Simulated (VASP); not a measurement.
# SiNi3 (Pm-3m) in VASP: single point with PBE

Aim: the single point of SiNi3 with PBE.

Program: VASP 6.6.1. These are calculated values, not measurements. Logs are shortened: lines on timing, memory, paths and dates and some standing lists are left out, and cuts for length are marked.

## (1) The cell of the first run

The structure is cubic, space group Pm-3m (No. 221). The conventional cell has a = 3.542 Å, b = 3.542 Å, c = 3.542 Å, α = 90.00°, β = 90.00°, γ = 90.00°. Si (site symmetry m-3m) has 12 Ni at 2.50 Å within 3.3 Å. Ni (site symmetry 4/mmm) has 4 Si at 2.50 Å and 8 Ni at 2.50 Å within 3.3 Å.

## (2) Single point, PBE, collinear spin, ferromagnetic start

The input, INCAR:

```
SYSTEM = SiNi3
PREC = Accurate
ENCUT = 600
EDIFF = 1E-6
ISMEAR = -1
SIGMA = 0.05
LREAL = .False.
LASPH = .True.
NELM = 200
ALGO = Normal
ISIF = 2
LWAVE = .False.
LCHARG = .True.
ISPIN = 2
MAGMOM = 0 1.5 1.5 1.5
LORBIT = 11
LMAXMIX = 4
GGA = PE
LELF = .True.
LVHAR = .True.
NBANDS = 29
GGA_COMPAT = .False.
```

The input, KPOINTS:

```
Automatic mesh
0
Gamma
  6 6 6
  0 0 0
```

The input, POSCAR:

```
SiNi3
1.0
    3.5420000000      0.0000000000      0.0000000000
    0.0000000000      3.5420000000      0.0000000000
    0.0000000000      0.0000000000      3.5420000000
Si Ni
1 3
Direct
    0.0000000000      0.0000000000      0.0000000000
    0.0000000000      0.5000000000      0.5000000000
    0.5000000000      0.0000000000      0.5000000000
    0.5000000000      0.5000000000      0.0000000000
```

Potentials or basis: VASP PAW PBE potentials, release 64 (Si, Ni).

Started as:

```sh
> cat potpaw_PBE.64/Si/POTCAR potpaw_PBE.64/Ni/POTCAR > POTCAR
> mpirun -np 1 vasp_std > vasp.out
```

OUTCAR:

```text
SYSTEM = SiNi3
   PREC = Accurate
   ENCUT = 600
   EDIFF = 1E-6
   ISMEAR = -1
   LREAL = .False.
   LASPH = .True.
   NELM = 200
   ISIF = 2
   ISPIN = 2
   LORBIT = 11
   GGA = PE

 ion  position               nearest neighbor table
   1  0.000  0.000  0.000-   2 2.50   3 2.50   4 2.50   2 2.50   3 2.50   2 2.50   4 2.50   2 2.50
                             3 2.50   4 2.50   3 2.50   4 2.50
   2  0.000  0.500  0.500-   1 2.50   3 2.50   4 2.50   1 2.50   4 2.50   1 2.50   3 2.50   1 2.50
                             3 2.50   4 2.50   4 2.50   3 2.50
   3  0.500  0.000  0.500-   1 2.50   2 2.50   4 2.50   1 2.50   4 2.50   2 2.50   4 2.50   4 2.50
                             1 2.50   2 2.50   1 2.50   2 2.50
   4  0.500  0.500  0.000-   1 2.50   2 2.50   3 2.50   2 2.50   3 2.50   1 2.50   3 2.50   3 2.50
                             1 2.50   2 2.50   2 2.50   1 2.50

  LATTYP: Found a simple cubic cell.
 ALAT       =     3.5420000000

  Lattice vectors:

 A1 = (   3.5420000000,   0.0000000000,   0.0000000000)
 A2 = (   0.0000000000,   3.5420000000,   0.0000000000)
 A3 = (   0.0000000000,   0.0000000000,   3.5420000000)

Analysis of symmetry for initial positions (statically):
=====================================================================
 Subroutine PRICEL returns:
 Original cell was already a primitive cell.

 Routine SETGRP: Setting up the symmetry group for a
 simple cubic supercell.

 Subroutine GETGRP returns: Found 48 space group operations
 (whereof 48 operations were pure point group operations)
 out of a pool of 48 trial point group operations.

The static configuration has the point symmetry O_h .

Analysis of symmetry for dynamics (positions and initial velocities):
=====================================================================
 Subroutine PRICEL returns:
 Original cell was already a primitive cell.

 Routine SETGRP: Setting up the symmetry group for a
 simple cubic supercell.

 Subroutine GETGRP returns: Found 48 space group operations
 (whereof 48 operations were pure point group operations)
 out of a pool of 48 trial point group operations.

The dynamic configuration has the point symmetry O_h .

Analysis of structural, dynamic, and magnetic symmetry:
=====================================================================
 Subroutine PRICEL returns:
 Original cell was already a primitive cell.

 Routine SETGRP: Setting up the symmetry group for a
 simple cubic supercell.

 Subroutine GETGRP returns: Found 48 space group operations
 (whereof 48 operations were pure point group operations)
 out of a pool of 48 trial point group operations.

The overall configuration has the point symmetry O_h .

 Subroutine INISYM returns: Found 48 space group operations
 (whereof 48 operations are pure point group operations),
 and found     1 'primitive' translations

----------------------------------------------------------------------------------------

                                     Primitive cell

  volume of cell :      44.4371

  direct lattice vectors                    reciprocal lattice vectors
     3.542000000  0.000000000  0.000000000     0.282326369  0.000000000  0.000000000
     0.000000000  3.542000000  0.000000000     0.000000000  0.282326369  0.000000000
     0.000000000  0.000000000  3.542000000     0.000000000  0.000000000  0.282326369

  length of vectors
     3.542000000  3.542000000  3.542000000     0.282326369  0.282326369  0.282326369

  position of ions in fractional coordinates (direct lattice)
     0.000000000  0.000000000  0.000000000
     0.000000000  0.500000000  0.500000000
     0.500000000  0.000000000  0.500000000
     0.500000000  0.500000000  0.000000000

  ion indices of the primitive-cell ions
   primitive index   ion index
                 1           1
                 2           2
                 3           3
                 4           4

----------------------------------------------------------------------------------------

 KPOINTS: Automatic mesh

Automatic generation of k-mesh.
 Grid dimensions read from file:
 generate k-points for:    6    6    6

 Generating k-lattice:

  Cartesian coordinates                     Fractional coordinates (reciprocal lattice)
     0.047054395  0.000000000  0.000000000     0.166666667  0.000000000  0.000000000
     0.000000000  0.047054395  0.000000000     0.000000000  0.166666667  0.000000000
     0.000000000  0.000000000  0.047054395     0.000000000  0.000000000  0.166666667

  Length of vectors
     0.047054395  0.047054395  0.047054395

  Shift w.r.t. Gamma in fractional coordinates (k-lattice)
     0.000000000  0.000000000  0.000000000

 Subroutine IBZKPT returns following result:
 ===========================================

 Found     20 irreducible k-points:

 Following reciprocal coordinates:
            Coordinates               Weight
  0.000000  0.000000  0.000000      1.000000
  0.166667  0.000000  0.000000      6.000000
  0.333333  0.000000  0.000000      6.000000
  0.500000  0.000000  0.000000      3.000000
  0.166667  0.166667  0.000000     12.000000
  0.333333  0.166667  0.000000     24.000000
[... 12 lines left out ...]
  0.500000  0.500000  0.333333      6.000000
  0.500000  0.500000  0.500000      1.000000
   k-points           NKPTS =     20   k-points in BZ     NKDIM =     20   number of bands    NBANDS=     29
   number of dos      NEDOS =    301   number of ions     NIONS =      4
   total plane-waves  NPLWV =  21952
   dimension x,y,z NGX =    28 NGY =   28 NGZ =   28
   dimension x,y,z NGXF=    56 NGYF=   56 NGZF=   56
   ions per type =               1   3
   NGX,Y,Z   is equivalent  to a cutoff of  13.14, 13.14, 13.14 a.u.
   NGXF,Y,Z  is equivalent  to a cutoff of  26.28, 26.28, 26.28 a.u.
 SYSTEM =  SiNi3
   PREC   = accura    normal or accurate (medium, high low for compatibility)
   ISTART =      0    job   : 0-new  1-cont  2-samecut
   ICHARG =      2    charge: 1-file 2-atom 10-const
   ISPIN  =      2    spin polarized calculation?
   LNONCOLLINEAR =      F non collinear calculations
   LSORBIT =      F    spin-orbit coupling
   LASPH  =      T    aspherical Exc in radial PAW
   ENCUT  =  600.0 eV  44.10 Ry    6.64 a.u.   7.07  7.07  7.07*2*pi/ulx,y,z
   NELM   =    200;   NELMIN=  2; NELMDL= -5     # of ELM steps
   EDIFF  = 0.1E-05   stopping-criterion for ELM
   LREAL  =      F    real-space projection
   EDIFFG = 0.1E-04   stopping-criterion for IOM
   NSW    =      0    number of steps for IOM
   IBRION =     -1    ionic relax: 0-MD 1-quasi-New 2-CG
   NFREE  =      0    steps in history (QN), initial steepest desc. (CG)
   ISIF   =      2    stress and relaxation
   ISYM   =      2    0-nonsym 1-usesym 2-fastsym
   POTIM  = 0.5000    time-step for ionic-motion
   TEBEG  =    0.0;   TEEND  =   0.0 temperature during run
   PSTRESS=    0.0 pullay stress
   NELECT =      34.0000    total number of electrons
   NUPDOWN=      -1.0000    fix difference up-down
   EMIN   =  10.00;   EMAX   =-10.00  energy-range for DOS
   EFERMI =   0.00;   METHOD = LEGACY
   ISMEAR =    -1;   SIGMA  =   0.05  broadening in eV -4-tet -1-fermi 0-gaus
   EFERMI_NEDOS =   21; number of points for ismear=-14 and -15
   IALGO  =     38    algorithm
   IMIX   =      4    mixing-type and parameters
     AMIX     =   0.40;   BMIX     =  1.00
     AMIX_MAG =   1.60;   BMIX_MAG =  1.00
  volume/ion in A,a.u.               =      11.11        74.97
  Fermi-wavevector in a.u.,A,eV,Ry     =   1.497336  2.829555 30.504465  2.242015
  Thomas-Fermi vector in A             =   2.609237
   LORBIT       =     11    0 simple, 1 ext, 2 COOP (PROOUT), +10 PAW based schemes
   GGA     = PE    functional components
   LHFCALC =     F    Hartree Fock is set to
   AEXX    =    0.0000 exact exchange contribution
   IVDW    =     0    specifies the selected vdW correction
   LEPSILON=     F    determine dielectric tensor
   LRPA    =     F    only Hartree local field effects (RPA)
 spin polarized calculation
  energy-cutoff  :      600.00
  volume of cell :       44.44
 maximum number of plane-waves:      1503
   NGX = 15   NGY = 15   NGZ = 15

 number of electron      33.9999988 magnetization      -0.0009937

 number of electron      33.9999988 magnetization       0.0012335

 Free energy of the ion-electron system (eV)
  ---------------------------------------------------
  ext. energy  EPLUGINS =         0.00000000
  ---------------------------------------------------
  free energy    TOTEN  =       -23.66128538 eV

  energy without entropy =      -23.64617393  energy(sigma->0) =      -23.65372965

 E-fermi :  10.2222     XC(G=0): -12.9305

 val. band max:       10.1854184130   @ k =   0.5000   0.5000   0.3333
 cond. band min:      10.2311633278   @ k =   0.0000   0.0000   0.0000
 fundamental gap:      0.0457449149
 Fermi energy:        10.2221561777

 spin component 1

 k-point     1 :       0.0000    0.0000    0.0000
  band No.  band energies     occupation
      1      -1.4823      1.00000
      2       5.5252      1.00000
      3       6.3348      1.00000
      4       6.3348      1.00000
      5       6.8318      1.00000
      6       6.8318      1.00000
[... 607 lines left out ...]
      6       6.5991      1.00000
[... 21 lines left out ...]
     28      26.7977      0.00000
     29      31.2442      0.00000
 Fermi energy:        10.2221561777

 spin component 2

 k-point     1 :       0.0000    0.0000    0.0000
  band No.  band energies     occupation
      1      -1.4824      1.00000
      2       5.5253      1.00000
      3       6.3351      1.00000
      4       6.3351      1.00000
      5       6.8324      1.00000
      6       6.8324      1.00000
[... 629 lines left out ...]
     28      26.7976      0.00000
     29      31.2450      0.00000

------------------------ aborting loop because EDIFF is reached ----------------------------------------

  FORCE on cell =-STRESS in cart. coord.  units (eV):
  Direction    XX          YY          ZZ          XY          YZ          ZX
  --------------------------------------------------------------------------------------
  -------------------------------------------------------------------------------------
  Total       -1.6500232     -1.6500232     -1.6500232     -0.0000000      0.0000000     -0.0000000
  in kB      -59.4915047    -59.4915047    -59.4915047     -0.0000000      0.0000000     -0.0000000
  external PRESSURE =     -59.4915047 kB  Pullay stress =       0.0000000 kB

 VOLUME and BASIS-vectors are now :
 -----------------------------------------------------------------------------
  energy-cutoff  :      600.00
  volume of cell :       44.44
      direct lattice vectors                 reciprocal lattice vectors
     3.542000000  0.000000000  0.000000000     0.282326369  0.000000000  0.000000000
     0.000000000  3.542000000  0.000000000     0.000000000  0.282326369  0.000000000
     0.000000000  0.000000000  3.542000000     0.000000000  0.000000000  0.282326369

 POSITION                                       TOTAL-FORCE (eV/Angst)
 -----------------------------------------------------------------------------------
      0.00000      0.00000      0.00000         0.000000      0.000000      0.000000
      0.00000      1.77100      1.77100         0.000000      0.000000      0.000000
      1.77100      0.00000      1.77100         0.000000      0.000000      0.000000
      1.77100      1.77100      0.00000         0.000000      0.000000      0.000000
 -----------------------------------------------------------------------------------
    total drift:                                0.000000      0.000000      0.000000

  FREE ENERGIE OF THE ION-ELECTRON SYSTEM (eV)
  ---------------------------------------------------
  free  energy   TOTEN  =       -23.6612853787 eV

  energy  without entropy=      -23.6461739252  energy(sigma->0) =      -23.65372965

 total charge

# of ion       s       p       d       tot
------------------------------------------
    1        0.731   0.803   0.000   1.534
    2        0.471   0.538   8.395   9.404
    3        0.471   0.538   8.395   9.404
    4        0.471   0.538   8.395   9.404
--------------------------------------------------
tot          2.144   2.418  25.185  29.747

 magnetization (x)

# of ion       s       p       d       tot
------------------------------------------
    1       -0.000  -0.000   0.000  -0.000
    2       -0.000  -0.000   0.000   0.000
    3       -0.000  -0.000   0.000   0.000
    4       -0.000  -0.000   0.000   0.000
--------------------------------------------------
tot         -0.000  -0.000   0.001   0.001
```

Wall time 82 s (1 thread of Intel Xeon 8259CL, shared host); peak memory 0.2 GiB.

What came out:

* Free energy: -23.6613 eV
* Pressure: -5.9 GPa
* Band gap on the k mesh: zero (filled and empty bands overlap)
* Net moment: 0.00 μB per cell
* Valence electrons inside the program's atomic spheres: Si 1.53; Ni 9.40

Levels at points of the mesh, in eV from the Fermi level:
Spin up:
```
           k point  band 14  band 15  band 16  band 17  band 18  band 19  band 20  band 21
(0.00, 0.00, 0.00)    -0.61    -0.61    -0.31     0.01     0.01     0.01     4.52     6.17
(0.50, 0.00, 0.00)    -1.25    -1.11    -0.55     0.01     3.47     3.47     4.95     5.18
(0.50, 0.50, 0.00)    -1.37    -1.08    -0.99    -0.92     0.60     0.60     5.38     6.17
(0.50, 0.50, 0.50)    -1.20    -1.20    -0.35    -0.22    -0.22    -0.22     1.06     3.87
```
Spin down:
| k point | band 14 | band 15 | band 16 | band 17 | band 18 | band 19 | band 20 | band 21 |
| --- | --- | --- | --- | --- | --- | --- | --- | --- |
| (0.00, 0.00, 0.00) | -0.61 | -0.61 | -0.31 | 0.01 | 0.01 | 0.01 | 4.52 | 6.17 |
| (0.50, 0.00, 0.00) | -1.25 | -1.11 | -0.55 | 0.01 | 3.47 | 3.47 | 4.95 | 5.18 |
| (0.50, 0.50, 0.00) | -1.37 | -1.08 | -0.98 | -0.92 | 0.60 | 0.60 | 5.38 | 6.17 |
| (0.50, 0.50, 0.50) | -1.20 | -1.20 | -0.35 | -0.22 | -0.22 | -0.22 | 1.06 | 3.87 |

Caveat: the cell stands under tension.
